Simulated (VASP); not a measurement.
Set up this calculation in VASP 6.6.1, as the native input.

| Quantity | Value |
| --- | --- |
| Task | single point |
| Functional | BLYP |
| Potentials or basis | VASP PAW PBE potentials, release 64 (As) |
| Cutoff | 520 eV |
| k mesh | 14 × 14 × 4 |
| Occupations | fermi-dirac, width 0.1 eV |
| Spin | no spin polarisation |
| Dipole correction | no |
| Further INCAR settings | ALGO = Normal; EDIFF = 1e-06; NBANDS = 18 |

The structure of As lies in POSCAR:

```
As
1.0
    2.8542457327      0.0000000000      0.0000000000
   -1.4271228663      2.4718493132      0.0000000000
    0.0000000000      0.0000000000     10.8139834799
As
4
Direct
    1.0000000000      0.0000000000      0.0000000000
    1.0000000000      0.0000000000      0.5000000000
    0.3333333333      0.6666666667      0.2500000000
    0.6666666667      0.3333333333      0.7500000000
```

This isn't the form of As at room conditions, which is rhombohedral.

These files were run (other wordings do the same):

INCAR

```
SYSTEM = As
PREC = Accurate
ENCUT = 520
EDIFF = 1E-6
ISMEAR = -1
SIGMA = 0.1
LREAL = .False.
LASPH = .True.
NELM = 60
ALGO = Normal
ISIF = 2
LWAVE = .False.
LCHARG = .True.
GGA = B5
ALDAX = 1.0
AGGAX = 1.0
AGGAC = 1.0
ALDAC = 0.0
LELF = .True.
LVHAR = .True.
NBANDS = 18
```

KPOINTS

```
Automatic mesh
0
Gamma
  14 14 4
  0 0 0
```

Potentials or basis: VASP PAW PBE potentials, release 64 (As).

Run with:

```sh
$ cat potpaw_PBE.64/As/POTCAR > POTCAR
$ mpirun -np 1 vasp_std > vasp.out
```

Results of the run:

The pressure is 10.6 GPa and the band gap on the k mesh is zero (bands 10 and 11 overlap by 8.70 eV).

Caveat: the cell stands under pressure; the PAW data sets were made with another functional, which shifts forces and pressure a little.

Run time: 76 s on 1 thread of AMD EPYC 9R14 (Zen 4), on a shared host, peak memory 0.21 GiB.
